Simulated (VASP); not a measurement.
Ta16C (a cell with a defect), 17 atoms in the cell. The cell holds a defect, 17 atoms: a = 6.620 Å, b = 6.620 Å, c = 6.620 Å, α = 90.00°, β = 90.00°, γ = 90.00°. 

- Program: VASP 6.6.1
- Task: single point
- Functional: PBE
- Dispersion: D3(BJ)
- Potentials or basis: VASP PAW PBE potentials, release 64 (Ta_pv, C)
- Cutoff: 520 eV
- k mesh: 3 × 3 × 3
- Occupations: gaussian, width 0.05 eV
- Spin: no spin polarisation
- Dipole correction: no
- Further INCAR settings: LREAL = Auto; ALGO = Normal; EDIFF = 1e-07; NBANDS = 104

Potentials or basis: VASP PAW PBE potentials, release 64 (Ta_pv, C).

The run is started by

```bash
$ cat potpaw_PBE.64/Ta_pv/POTCAR potpaw_PBE.64/C/POTCAR > POTCAR
$ mpirun -np 1 vasp_std > vasp.out
```

Hardware: 1 thread of Intel(R) Xeon(R) Platinum 8488C (Sapphire Rapids) (shared host).

**Question.** How long does it take, and how much memory?

**Answer.** Run time: 10 min on 1 thread of Intel(R) Xeon(R) Platinum 8488C (Sapphire Rapids) (shared host), peak memory 0.51 GiB. Counts: scf iterations 18, k points 14.
